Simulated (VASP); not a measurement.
# Hg2F (P4_2/mnm) in VASP: further runs

Hg2F is run at these levels: PBE; tasks: single point, relaxation of cell and atoms.

All numbers are computed with VASP 6.6.1; they aren't measurements. Logs are shortened: lines on timing, memory, paths and dates and some standing lists are left out, and cuts for length are marked.

## 1. The cell of the first run

It takes space group P4_2/mnm (No. 136, tetragonal). The conventional cell has a = 5.154 Å, b = 5.154 Å, c = 6.278 Å, α = 90.00°, β = 90.00°, γ = 90.00°. Hg (site symmetry m2m) has 1 F at 2.28 Å and 1 Hg at 2.74 Å within 3.0 Å. F (site symmetry mmm) has 2 Hg at 2.28 Å within 3.0 Å.

## 2. Single point, PBE

INCAR reads:

```
ALGO = Normal ; EDIFF = 1E-6
ENCUT = 520 ; GGA = PE
ISIF = 2 ; ISMEAR = 0
LASPH = True ; LCHARG = False
LREAL = False ; LWAVE = False
NBANDS = 40 ; NELM = 60
PREC = Accurate ; SIGMA = 0.1
```

KPOINTS reads:

```
k-points
0
Gamma
  4 4 4
```

POSCAR reads:

```
Hg2F
1.0
    5.1542860423      0.0000000000      0.0000000000
    0.0000000000      5.1542860423      0.0000000000
    0.0000000000      0.0000000000      6.2778706842
Hg F
4 2
Direct
    0.3122890213      0.3122890213      0.0000000000
    0.1877109787      0.8122890213      0.5000000000
    0.6877109787      0.6877109787      0.0000000000
    0.8122890213      0.1877109787      0.5000000000
    0.0000000000      0.0000000000      0.0000000000
    0.5000000000      0.5000000000      0.5000000000
```

Potentials or basis: VASP PAW PBE potentials, release 64 (Hg, F).

Launch:

```sh
$ cat potpaw_PBE.64/Hg/POTCAR potpaw_PBE.64/F/POTCAR > POTCAR
$ mpirun -np 1 vasp_std > vasp.out
```

OUTCAR:

```text
EDIFF = 1E-6
   ENCUT = 520
   GGA = PE
   ISIF = 2
   ISMEAR = 0
   LASPH = True
   LREAL = False
   NELM = 60
   PREC = Accurate

 ion  position               nearest neighbor table
   1  0.312  0.312  0.000-   5 2.28   3 2.74   3 3.76   3 3.76
   2  0.188  0.812  0.500-   6 2.28   4 2.74   4 3.76   4 3.76
   3  0.688  0.688  0.000-   5 2.28   1 2.74   1 3.76   1 3.76
   4  0.812  0.188  0.500-   6 2.28   2 2.74   2 3.76   2 3.76
   5  0.000  0.000  0.000-   1 2.28   3 2.28
   6  0.500  0.500  0.500-   2 2.28   4 2.28

  LATTYP: Found a simple tetragonal cell.
 ALAT       =     5.1542860423
 C/A-ratio  =     1.2179903546

  Lattice vectors:

 A1 = (   5.1542860423,   0.0000000000,   0.0000000000)
 A2 = (   0.0000000000,   5.1542860423,   0.0000000000)
 A3 = (   0.0000000000,   0.0000000000,   6.2778706842)

Analysis of symmetry for initial positions (statically):
=====================================================================
 Subroutine PRICEL returns:
 Original cell was already a primitive cell.

 Routine SETGRP: Setting up the symmetry group for a
 simple tetragonal supercell.

 Subroutine GETGRP returns: Found 16 space group operations
 (whereof  8 operations were pure point group operations)
 out of a pool of 16 trial point group operations.

The static configuration has the point symmetry D_2h.
 The point group associated with its full space group is D_4h.

Analysis of symmetry for dynamics (positions and initial velocities):
=====================================================================
 Subroutine PRICEL returns:
 Original cell was already a primitive cell.

 Routine SETGRP: Setting up the symmetry group for a
 simple tetragonal supercell.

 Subroutine GETGRP returns: Found 16 space group operations
 (whereof  8 operations were pure point group operations)
 out of a pool of 16 trial point group operations.

The dynamic configuration has the point symmetry D_2h.
 The point group associated with its full space group is D_4h.

 Subroutine INISYM returns: Found 16 space group operations
 (whereof  8 operations are pure point group operations),
 and found     1 'primitive' translations

----------------------------------------------------------------------------------------

                                     Primitive cell
[... 91 lines left out ...]
   NELM   =     60;   NELMIN=  2; NELMDL= -5     # of ELM steps
   EDIFF  = 0.1E-05   stopping-criterion for ELM
   LREAL  =      F    real-space projection
   EDIFFG = 0.1E-04   stopping-criterion for IOM
   NSW    =      0    number of steps for IOM
   IBRION =     -1    ionic relax: 0-MD 1-quasi-New 2-CG
   NFREE  =      0    steps in history (QN), initial steepest desc. (CG)
   ISIF   =      2    stress and relaxation
   ISYM   =      2    0-nonsym 1-usesym 2-fastsym
   POTIM  = 0.5000    time-step for ionic-motion
   TEBEG  =    0.0;   TEEND  =   0.0 temperature during run
   PSTRESS=    0.0 pullay stress
   NELECT =      62.0000    total number of electrons
   NUPDOWN=      -1.0000    fix difference up-down
   EMIN   =  10.00;   EMAX   =-10.00  energy-range for DOS
   EFERMI =   0.00;   METHOD = LEGACY
   ISMEAR =     0;   SIGMA  =   0.10  broadening in eV -4-tet -1-fermi 0-gaus
   EFERMI_NEDOS =   21; number of points for ismear=-14 and -15
   IALGO  =     38    algorithm
   IMIX   =      4    mixing-type and parameters
     AMIX     =   0.40;   BMIX     =  1.00
     AMIX_MAG =   1.60;   BMIX_MAG =  1.00
  volume/ion in A,a.u.               =      27.80       187.58
  Fermi-wavevector in a.u.,A,eV,Ry     =   1.177124  2.224442 18.852521  1.385621
  Thomas-Fermi vector in A             =   2.313476
   LORBIT       =      0    0 simple, 1 ext, 2 COOP (PROOUT), +10 PAW based schemes
   GGA     = PE    functional components
   LHFCALC =     F    Hartree Fock is set to
   AEXX    =    0.0000 exact exchange contribution
   IVDW    =     0    specifies the selected vdW correction
   LEPSILON=     F    determine dielectric tensor
   LRPA    =     F    only Hartree local field effects (RPA)
 non-spin polarized calculation
 Gauss-broadening in eV      SIGMA  =   0.10
  energy-cutoff  :      520.00
  volume of cell :      166.78
 maximum number of plane-waves:      4531
 NGX is ok and might be reduce to    40
   NGX = 19   NGY = 19   NGZ = 23

 number of electron      61.9999991 magnetization

 Free energy of the ion-electron system (eV)
  ---------------------------------------------------
  ext. energy  EPLUGINS =         0.00000000
  ---------------------------------------------------
  free energy    TOTEN  =        -7.74125404 eV

  energy without entropy =       -7.72352007  energy(sigma->0) =       -7.73238705

 E-fermi :  -0.1113     XC(G=0):  -8.5488

 val. band max:       -0.1177405543   @ k =   0.5000   0.2500   0.0000
 cond. band min:      -0.0985237107   @ k =   0.2500   0.0000   0.2500
 fundamental gap:      0.0192168436
 Fermi energy:        -0.1112937611

 k-point     1 :       0.0000    0.0000    0.0000
  band No.  band energies     occupation
      1     -22.6488      2.00000
      2     -22.6405      2.00000
      3      -6.9516      2.00000
      4      -6.9362      2.00000
      5      -6.8746      2.00000
      6      -6.8702      2.00000
[... 763 lines left out ...]
     39       7.3824      0.00000
     40       7.3824      0.00000

------------------------ aborting loop because EDIFF is reached ----------------------------------------

  FORCE on cell =-STRESS in cart. coord.  units (eV):
  Direction    XX          YY          ZZ          XY          YZ          ZX
  --------------------------------------------------------------------------------------
  -------------------------------------------------------------------------------------
  Total        0.6065068      0.6065068      0.2374842     -0.0000000      0.0000000      0.0000000
  in kB        5.8263541      5.8263541      2.2813712     -0.0000000      0.0000000      0.0000000
  external PRESSURE =       4.6446931 kB  Pullay stress =       0.0000000 kB

 VOLUME and BASIS-vectors are now :
 -----------------------------------------------------------------------------
  energy-cutoff  :      520.00
  volume of cell :      166.78
      direct lattice vectors                 reciprocal lattice vectors
     5.154286042  0.000000000  0.000000000     0.194013291  0.000000000  0.000000000
     0.000000000  5.154286042  0.000000000     0.000000000  0.194013291  0.000000000
     0.000000000  0.000000000  6.277870684     0.000000000  0.000000000  0.159289678

 POSITION                                       TOTAL-FORCE (eV/Angst)
 -----------------------------------------------------------------------------------
      1.60963      1.60963      0.00000         0.031907      0.031907      0.000000
      0.96752      4.18677      3.13894        -0.031907      0.031907      0.000000
      3.54466      3.54466      0.00000        -0.031907     -0.031907     -0.000000
      4.18677      0.96752      3.13894         0.031907     -0.031907     -0.000000
      0.00000      0.00000      0.00000        -0.000000      0.000000      0.000000
      2.57714      2.57714      3.13894        -0.000000      0.000000      0.000000
 -----------------------------------------------------------------------------------
    total drift:                               -0.000000      0.000000     -0.000000

  FREE ENERGIE OF THE ION-ELECTRON SYSTEM (eV)
  ---------------------------------------------------
  free  energy   TOTEN  =        -7.7412540393 eV

  energy  without entropy=       -7.7235200677  energy(sigma->0) =       -7.73238705
```

OSZICAR:

```text
N       E                     dE             d eps       ncg     rms          rms(c)
DAV:   1     0.502995897655E+03    0.50300E+03   -0.30335E+04  1440   0.143E+03
DAV:   2     0.180480279931E+02   -0.48495E+03   -0.45732E+03  1584   0.371E+02
DAV:   3    -0.103850998166E+02   -0.28433E+02   -0.28057E+02  1624   0.915E+01
DAV:   4    -0.106360511160E+02   -0.25095E+00   -0.25073E+00  1448   0.827E+00
DAV:   5    -0.106372681238E+02   -0.12170E-02   -0.12169E-02  1648   0.549E-01    0.112E+01
DAV:   6    -0.787441269601E+01    0.27629E+01   -0.96144E+00  2048   0.270E+01    0.649E+00
DAV:   7    -0.783497806558E+01    0.39435E-01   -0.15220E+00  1440   0.715E+00    0.451E+00
DAV:   8    -0.776477377398E+01    0.70204E-01   -0.47019E-01  1520   0.380E+00    0.118E+00
DAV:   9    -0.773947562548E+01    0.25298E-01   -0.10834E-01  2288   0.265E+00    0.220E-01
DAV:  10    -0.774095028337E+01   -0.14747E-02   -0.18039E-02  1448   0.798E-01    0.943E-02
DAV:  11    -0.774118730946E+01   -0.23703E-03   -0.84872E-04  1544   0.153E-01    0.553E-02
DAV:  12    -0.774125646524E+01   -0.69156E-04   -0.16953E-04  1520   0.905E-02    0.176E-02
DAV:  13    -0.774125350551E+01    0.29597E-05   -0.31459E-05  1464   0.387E-02    0.557E-03
DAV:  14    -0.774125403929E+01   -0.53378E-06   -0.43395E-06  1344   0.108E-02
   1 F= -.77412540E+01 E0= -.77323871E+01  d E =-.177340E-01
```

stdout:

```text
POSCAR found type information on POSCAR HgF
 POSCAR found :  2 types and       6 ions
 scaLAPACK will be used
 LDA part: xc-table for (Slater+PW92), standard interpolation
 POSCAR, INCAR and KPOINTS ok, starting setup
 FFT: planning ... GRIDC
 FFT: planning ... GRID_SOFT
 FFT: planning ... GRID
 WAVECAR not read
 entering main loop
```

It took 47 s on 1 thread of Intel Xeon 6975P-C (Granite Rapids), shared host; peak memory 0.3 GiB.

Results:

```yaml
Free_energy: -7.7413 eV
Pressure: 0.5 GPa
Largest_force: 0.045 eV/Å
Band_gap_on_the_k_mesh: zero (bands 31 and 32 overlap by 3.05 eV)
```

Forces on the atoms (eV/Å):
```
Hg   0.032  0.032  0.000
Hg  -0.032  0.032  0.000
Hg  -0.032 -0.032  0.000
Hg   0.032 -0.032  0.000
F    0.000  0.000  0.000
F    0.000  0.000  0.000
```

Caveat: spin-orbit coupling is left out, which moves the levels of the heavy elements.

## 3. Relaxation of cell and atoms, PBE

This run uses another cell than the first one, of 21.53 Å³/atom.

INCAR reads:

```
PREC = Accurate ; ENCUT = 600
EDIFF = 1E-6 ; ISMEAR = 0
SIGMA = 0.1 ; LREAL = False
LASPH = True ; NELM = 60
ALGO = Normal ; ISIF = 3
LWAVE = False ; LCHARG = False
GGA = PE ; IBRION = 2
NSW = 90 ; EDIFFG = -0.04
```

KPOINTS reads:

```
Automatic mesh
0
Gamma
  4 4 4
```

POSCAR reads:

```
Hg2F
1.0
    5.8532469767      0.0000000000      0.0000000000
    0.0000000000      5.8532469767      0.0000000000
    0.0000000000      0.0000000000      3.7700822386
Hg F
4 2
Direct
    0.3060000000      0.3060000000      0.0000000000
    0.1940000000      0.8060000000      0.5000000000
    0.6940000000      0.6940000000      0.0000000000
    0.8060000000      0.1940000000      0.5000000000
    0.0000000000      0.0000000000      0.0000000000
    0.5000000000      0.5000000000      0.5000000000
```

Potentials or basis: VASP PAW PBE potentials, release 64 (Hg, F).

Launch:

```sh
$ cat potpaw_PBE.64/Hg/POTCAR potpaw_PBE.64/F/POTCAR > POTCAR
$ mpirun -np 1 vasp_std > vasp.out
```

Run time: 16 min. Hardware: 1 thread of Intel Xeon 6975P-C (Granite Rapids), shared host; peak memory 0.3 GiB.

It converged, with:

```
Free energy                           : -7.1825 eV
Relaxed volume                        : 23.96 Å³/atom
Relaxed cell                          : a = 5.318 Å, b = 5.318 Å, c = 5.084 Å, α = 90.00°, β = 90.00°, γ = 90.00°
Space group after relaxing (to 0.1 Å) : P4_2/mnm (No. 136)
Energy gained by relaxing             : 171.1 meV/atom
Ionic steps                           : 31
Pressure after relaxing               : 0.1 GPa
Largest force after relaxing          : 0.012 eV/Å
Band gap on the k mesh                : zero (bands 31 and 32 overlap by 2.74 eV)
```

Forces on the atoms (eV/Å):
```
Hg   0.009  0.009  0.000
Hg  -0.009  0.009  0.000
Hg  -0.009 -0.009  0.000
Hg   0.009 -0.009  0.000
F    0.000  0.000  0.000
F    0.000  0.000  0.000
```

Stress tensor (GPa, compression positive):
```
 0.15  0.00  0.00
 0.00  0.15  0.00
 0.00  0.00 -0.11
```

Step by step:
| step | energy change (eV) | largest force (eV/Å) | pressure (GPa) | volume (Å³) |
| --- | --- | --- | --- | --- |
| 1 | 0.0000 | 0.3718 | 6.50 | 129.16 |
| 2 | -0.4144 | 0.0823 | 1.11 | 146.17 |
| 3 | -0.4322 | 0.0084 | -0.72 | 156.70 |
| 4 | -0.4399 | 0.0267 | -0.24 | 153.27 |
| 5 | -0.4400 | 0.0299 | -0.15 | 152.75 |
| 6 | -0.4471 | 0.0132 | -0.13 | 152.34 |
| 7 | -0.4659 | 0.0404 | -0.05 | 151.08 |
| 8 | -0.5043 | 0.1737 | 0.31 | 148.36 |
| 9 | -0.6099 | 0.5775 | 1.66 | 142.10 |
| 10 | 0.1915 | 2.7847 | 9.83 | 126.91 |
| 11 | -0.6281 | 0.6488 | 1.91 | 141.04 |
| 12 | -0.5811 | 1.1640 | 3.70 | 136.09 |
| 13 | -0.6311 | 0.7991 | 2.45 | 139.40 |
| 14 | -0.6277 | 0.8627 | 2.66 | 138.76 |
| 15 | -0.6287 | 0.8694 | 2.67 | 138.74 |
| 16 | -0.6315 | 0.8897 | 2.69 | 138.66 |
| 17 | -0.6362 | 0.9312 | 2.76 | 138.51 |
| 18 | -0.6415 | 1.0172 | 2.89 | 138.18 |
| 19 | -0.6327 | 1.2021 | 3.23 | 137.45 |
| 20 | -0.6419 | 1.0620 | 2.96 | 138.01 |
| 21 | -0.6505 | 1.0569 | 2.90 | 138.17 |
| 22 | -0.6754 | 1.0408 | 2.68 | 138.66 |
| 23 | -0.7218 | 1.0071 | 2.28 | 139.64 |
| 24 | -0.8005 | 0.9328 | 1.51 | 141.59 |
| 25 | -0.8944 | 0.7564 | 0.01 | 145.41 |
| 26 | -0.7847 | 0.2882 | -2.68 | 152.82 |
| 27 | -0.9046 | 0.6823 | -0.54 | 146.86 |
| 28 | -0.9330 | 0.6023 | -0.53 | 146.46 |
| 29 | -0.9965 | 0.3508 | -0.32 | 145.25 |
| 30 | -1.0155 | 0.2439 | 0.48 | 142.81 |
| 31 | -1.0265 | 0.0123 | 0.06 | 143.78 |

Final structure:
```
Hg F
1.0
     5.31819    0.00000    0.00000
     0.00000    5.31819    0.00000
     0.00000    0.00000    5.08359
Hg F
4 2
Direct
  0.31459 0.31459 0.00000
  0.18541 0.81459 0.50000
  0.68541 0.68541 0.00000
  0.81459 0.18541 0.50000
  0.00000 0.00000 0.00000
  0.50000 0.50000 0.50000
```

Levels at points of the mesh, in eV from the Fermi level:
| k point | band 28 | band 29 | band 30 | band 31 | band 32 | band 33 |
| --- | --- | --- | --- | --- | --- | --- |
| (0.00, 0.00, 0.00) | -3.27 | -3.11 | -1.82 | 1.38 | 1.38 | 1.48 |
| (0.50, 0.00, 0.00) | -3.48 | -2.94 | -2.94 | 0.12 | 0.12 | 3.04 |
| (0.50, 0.50, 0.00) | -3.26 | -3.09 | -3.09 | -0.13 | -0.13 | 4.05 |
| (0.00, 0.00, 0.50) | -3.57 | -2.26 | -2.26 | 1.34 | 1.34 | 3.37 |
| (0.50, 0.00, 0.50) | -3.49 | -1.51 | -1.51 | -1.36 | -1.36 | 2.96 |
| (0.50, 0.50, 0.50) | -3.90 | -1.52 | -1.52 | 0.37 | 0.37 | 1.19 |

Caveat: the k points lie up to 0.31 Å⁻¹ apart in the final cell, too coarse for converged energies and pressures of a metal; a cell axis changed by over 15 % at a fixed basis, so the end point is rough; spin-orbit coupling is left out, which moves the levels of the heavy elements.
